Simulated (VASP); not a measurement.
# TiB2 (P6/mmm) in VASP: single point with PBE+D3(BJ)

Aim: the single point of TiB2 with PBE+D3(BJ).

Program: VASP 6.6.1. These are calculated values, not measurements. Logs are shortened: lines on timing, memory, paths and dates and some standing lists are left out, and cuts for length are marked.

## Step 1: The cell of the first run

It takes space group P6/mmm (No. 191, hexagonal). Conventional cell: a = 3.026 Å, b = 3.026 Å, c = 3.229 Å, α = 90.00°, β = 90.00°, γ = 120.00°. Within 3.1 Å of Ti (site symmetry 6/mmm) lie 12 B at 2.38 Å and 6 Ti at 3.03 Å. B (site symmetry -6m2) has 3 B at 1.75 Å within 2.3 Å.

## Step 2: Single point, PBE+D3(BJ)

INCAR reads:

```
PREC = Accurate
ENCUT = 500
EDIFF = 1E-6
ISMEAR = 0
SIGMA = 0.1
LREAL = False
LASPH = True
NELM = 120
ALGO = Normal
ISIF = 2
LWAVE = False
LCHARG = False
GGA = PE
IVDW = 12
NBANDS = 16
GGA_COMPAT = False
```

KPOINTS reads:

```
Automatic mesh
0
Gamma
  6 6 6
```

POSCAR reads:

```
TiB2
1.0
    3.0259273100      0.0000000000      0.0000000000
   -1.5129636500      2.6205298900      0.0000000000
    0.0000000000      0.0000000000      3.2287676300
Ti B
1 2
Direct
    0.0000000000      0.0000000000      0.0000000000
    0.3333333400      0.6666666900      0.5000000000
    0.6666666900      0.3333333400      0.5000000000
```

Potentials or basis: VASP PAW PBE potentials, release 64 (Ti_sv, B).

The run is started by

```
$ cat potpaw_PBE.64/Ti_sv/POTCAR potpaw_PBE.64/B/POTCAR > POTCAR
$ mpirun -np 1 vasp_std > vasp.out
```

OUTCAR:

```text
PREC = Accurate
   ENCUT = 500
   EDIFF = 1E-6
   ISMEAR = 0
   LREAL = False
   LASPH = True
   NELM = 120
   ISIF = 2
   GGA = PE
   IVDW = 12
 IVDW          = 12

 ion  position               nearest neighbor table
   1  0.000  0.000  0.000-   3 2.38   3 2.38   2 2.38   2 2.38   3 2.38   3 2.38   2 2.38   2 2.38
                             2 2.38   2 2.38   3 2.38   3 2.38
   2  0.333  0.667  0.500-   3 1.75   3 1.75   3 1.75   1 2.38   1 2.38   1 2.38   1 2.38   1 2.38
                             1 2.38
   3  0.667  0.333  0.500-   2 1.75   2 1.75   2 1.75   1 2.38   1 2.38   1 2.38   1 2.38   1 2.38
                             1 2.38

  LATTYP: Found a hexagonal cell.
 ALAT       =     3.0259273100
 C/A-ratio  =     1.0670341020

  Lattice vectors:

 A1 = (   3.0259273100,   0.0000000000,   0.0000000000)
 A2 = (  -1.5129636500,   2.6205298900,   0.0000000000)
 A3 = (   0.0000000000,   0.0000000000,   3.2287676300)

Analysis of symmetry for initial positions (statically):
=====================================================================
 Subroutine PRICEL returns:
 Original cell was already a primitive cell.

 Routine SETGRP: Setting up the symmetry group for a
 hexagonal supercell.

 Subroutine GETGRP returns: Found 24 space group operations
 (whereof 24 operations were pure point group operations)
 out of a pool of 24 trial point group operations.

The static configuration has the point symmetry D_6h.

Analysis of symmetry for dynamics (positions and initial velocities):
=====================================================================
 Subroutine PRICEL returns:
 Original cell was already a primitive cell.

 Routine SETGRP: Setting up the symmetry group for a
 hexagonal supercell.

 Subroutine GETGRP returns: Found 24 space group operations
 (whereof 24 operations were pure point group operations)
 out of a pool of 24 trial point group operations.

The dynamic configuration has the point symmetry D_6h.

 Subroutine INISYM returns: Found 24 space group operations
 (whereof 24 operations are pure point group operations),
 and found     1 'primitive' translations

----------------------------------------------------------------------------------------

                                     Primitive cell

  volume of cell :      25.6026

  direct lattice vectors                    reciprocal lattice vectors
     3.025927310  0.000000000  0.000000000     0.330477205  0.190801105  0.000000000
    -1.512963650  2.620529890  0.000000000     0.000000000  0.381602211  0.000000000
     0.000000000  0.000000000  3.228767630     0.000000000  0.000000000  0.309715692

[... 90 lines left out ...]
   NFREE  =      0    steps in history (QN), initial steepest desc. (CG)
   ISIF   =      2    stress and relaxation
   ISYM   =      2    0-nonsym 1-usesym 2-fastsym
   POTIM  = 0.5000    time-step for ionic-motion
   TEBEG  =    0.0;   TEEND  =   0.0 temperature during run
   PSTRESS=    0.0 pullay stress
   NELECT =      18.0000    total number of electrons
   NUPDOWN=      -1.0000    fix difference up-down
   EMIN   =  10.00;   EMAX   =-10.00  energy-range for DOS
   EFERMI =   0.00;   METHOD = LEGACY
   ISMEAR =     0;   SIGMA  =   0.10  broadening in eV -4-tet -1-fermi 0-gaus
   EFERMI_NEDOS =   21; number of points for ismear=-14 and -15
   IALGO  =     38    algorithm
   IMIX   =      4    mixing-type and parameters
     AMIX     =   0.40;   BMIX     =  1.00
     AMIX_MAG =   1.60;   BMIX_MAG =  1.00
  volume/ion in A,a.u.               =       8.53        57.59
  Fermi-wavevector in a.u.,A,eV,Ry     =   1.455697  2.750868 28.831461  2.119053
  Thomas-Fermi vector in A             =   2.572701
   LORBIT       =      0    0 simple, 1 ext, 2 COOP (PROOUT), +10 PAW based schemes
   GGA     = PE    functional components
   LHFCALC =     F    Hartree Fock is set to
   AEXX    =    0.0000 exact exchange contribution
   IVDW    =    12    specifies the selected vdW correction
   LEPSILON=     F    determine dielectric tensor
   LRPA    =     F    only Hartree local field effects (RPA)
 non-spin polarized calculation
 Gauss-broadening in eV      SIGMA  =   0.10
  energy-cutoff  :      500.00
  volume of cell :       25.60
 maximum number of plane-waves:       667
 NGX is ok and might be reduce to    24
   NGX = 11   NGY = 11   NGZ = 11

 number of electron      18.0000002 magnetization

 Free energy of the ion-electron system (eV)
  ---------------------------------------------------
  ext. energy  EPLUGINS =         0.00000000
  ---------------------------------------------------
  free energy    TOTEN  =       -24.38574062 eV

  energy without entropy =      -24.38051054  energy(sigma->0) =      -24.38312558

 E-fermi :   9.7824     XC(G=0): -12.7786

 val. band max:        9.7066933130   @ k =   0.1667   0.1667   0.1667
 cond. band min:       9.8074439043   @ k =   0.1667   0.1667   0.1667
 fundamental gap:      0.1007505913
 Fermi energy:         9.7824415666

 k-point     1 :       0.0000    0.0000    0.0000
  band No.  band energies     occupation
      1     -46.9352      2.00000
      2     -23.3062      2.00000
      3     -22.9607      2.00000
      4     -22.9607      2.00000
      5      -3.5007      2.00000
      6       7.4267      2.00000
[... 433 lines left out ...]
      3     -23.2405      2.00000
      4     -23.0110      2.00000
      5      -0.5409      2.00000
      6       3.9901      2.00000
[... 8 lines left out ...]
     15      16.8823      0.00000
     16      22.9591      0.00000

 [... further k-points ...]

------------------------ aborting loop because EDIFF is reached ----------------------------------------

 Edisp (eV)   -1.26032

 E8    (eV) :    -0.5220

  FORCE on cell =-STRESS in cart. coord.  units (eV):
  Direction    XX          YY          ZZ          XY          YZ          ZX
  --------------------------------------------------------------------------------------
  -------------------------------------------------------------------------------------
  Total      -0.92148    -0.92148    -1.40883    -0.00000    -0.00000     0.00000
  in kB     -57.66478   -57.66478   -88.16245    -0.00000    -0.00000     0.00000
  external pressure =      -67.83 kB  Pullay stress =        0.00 kB

 VOLUME and BASIS-vectors are now :
 -----------------------------------------------------------------------------
  energy-cutoff  :      500.00
  volume of cell :       25.60
      direct lattice vectors                 reciprocal lattice vectors
     3.025927310  0.000000000  0.000000000     0.330477205  0.190801105  0.000000000
    -1.512963650  2.620529890  0.000000000     0.000000000  0.381602211  0.000000000
     0.000000000  0.000000000  3.228767630     0.000000000  0.000000000  0.309715692

 POSITION                                       TOTAL-FORCE (eV/Angst)
 -----------------------------------------------------------------------------------
      0.00000      0.00000      0.00000         0.000000      0.000000      0.000000
     -0.00000      1.74702      1.61438        -0.000000      0.000000      0.000000
      1.51296      0.87351      1.61438         0.000000     -0.000000      0.000000
 -----------------------------------------------------------------------------------
    total drift:                               -0.000001     -0.000002      0.000000

  FREE ENERGIE OF THE ION-ELECTRON SYSTEM (eV)
  ---------------------------------------------------
  free  energy   TOTEN  =       -25.6460648957 eV

  energy  without entropy=      -25.6408348130  energy(sigma->0) =      -25.64344985
```

stdout:

```text
POSCAR found type information on POSCAR TiB
 POSCAR found :  2 types and       3 ions
 scaLAPACK will be used
 LDA part: xc-table for (Slater+PW92), standard interpolation
 POSCAR, INCAR and KPOINTS ok, starting setup
 FFT: planning ... GRIDC
 FFT: planning ... GRID_SOFT
 FFT: planning ... GRID
 WAVECAR not read
 entering main loop
```

Wall time 14 s (1 thread of Intel Xeon Platinum 8259CL at 2.50GHz (Skylake/Cascade Lake), shared host); peak memory 0.15 GiB.

What came out:

```
Free energy                : -25.6461 eV
Pressure                   : -6.8 GPa
Band gap on the k mesh     : zero (band 9 reaches 10.21 eV, above the bottom of band 10 at 9.81 eV)
Dispersion energy per atom : -0.420 eV
```

Caveat: the k points lie up to 0.40 Å⁻¹ apart; pairwise dispersion overbinds metals, which lowers pressure and volume.
